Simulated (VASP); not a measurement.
Rh:

```xyz
2
Lattice="0.0000 2.6100 2.6100 2.6100 0.0000 2.6100 2.6100 2.6100 0.0000" Properties=species:S:1:pos:R:3 pbc="T T T"
Rh    5.2200    5.2200    5.2200
Rh    1.3050    1.3050    1.3050
```

This isn't the form of Rh at room conditions, which is fcc.

```yaml
Program: VASP 6.6.1
Task: relaxation of cell and atoms
Functional: PBE
Potentials_or_basis: VASP PAW PBE potentials, release 64 (Rh_pv)
Cutoff: 500 eV
k_mesh: 6 × 6 × 6
Occupations: methfessel-paxton, width 0.05 eV
Spin: no spin polarisation
```

At the start: pressure 31.6 GPa; volume 17.78 Å³/atom.

Q: How do energy, volume and symmetry change on relaxing?

A: Over 5 steps the energy falls by 257.1 meV/atom and the volume is 20.83 Å³/atom (+17.2 %); space group Fd-3m (No. 227, to 0.1 Å) before and after.

Step by step:
```csv
step,energy change (eV),largest force (eV/Å),pressure (GPa),volume (Å³)
1,0.0000,0.0000,31.57,35.56
2,0.6975,0.0000,-18.73,56.81
3,-0.5093,0.0000,-2.13,42.38
4,-0.5139,0.0000,-0.57,41.84
5,-0.5142,0.0000,0.01,41.66
```

Final structure:
```
Rh
1.0
     0.00000    2.75141    2.75141
     2.75141    0.00000    2.75141
     2.75141    2.75141    0.00000
Rh
2
Direct
  0.00000 0.00000 0.00000
  0.25000 0.25000 0.25000
```

Caveat: the volume moved by over 15 % at a fixed basis, so the end points are rough.
